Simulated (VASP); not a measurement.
Here is a VASP 6.6.1 calculation.

Contents of INCAR:

```
ALGO = Normal ; EDIFF = 1E-7
EDIFFG = -0.02 ; ENCUT = 600
GGA = PE ; IBRION = 2
ISIF = 3 ; ISMEAR = 1
IVDW = 12 ; LASPH = T
LCHARG = F ; LREAL = F
LWAVE = F ; NELM = 80
NSW = 80 ; PREC = Accurate
SIGMA = 0.1
```

KPOINTS

```
k-points
0
Gamma
  15 15 15
```

POSCAR

```
Mo
1.0
   -1.5734150000      1.5734150000      1.5734150000
    1.5734150000     -1.5734150000      1.5734150000
    1.5734150000      1.5734150000     -1.5734150000
Mo
1
Direct
    0.0000000000      0.0000000000      0.0000000000
```

Potentials or basis: VASP PAW PBE potentials, release 64 (Mo_sv).

The run is started by

```bash
$ cat potpaw_PBE.64/Mo_sv/POTCAR > POTCAR
$ mpirun -np 1 vasp_std > vasp.out
```

(1) Estimate the band gap on the k mesh.

(2) Predict the relaxed cell.

(3) What does it give for the relaxed volume?

Answers

(1) zero (band 7 reaches 16.61 eV, above the bottom of band 8 at 11.45 eV).

(2) a = 2.714 Å, b = 2.714 Å, c = 2.714 Å, α = 109.47°, β = 109.47°, γ = 109.47°.

(3) 15.39 Å³/atom.

Caveat: pairwise dispersion overbinds metals, which lowers pressure and volume.
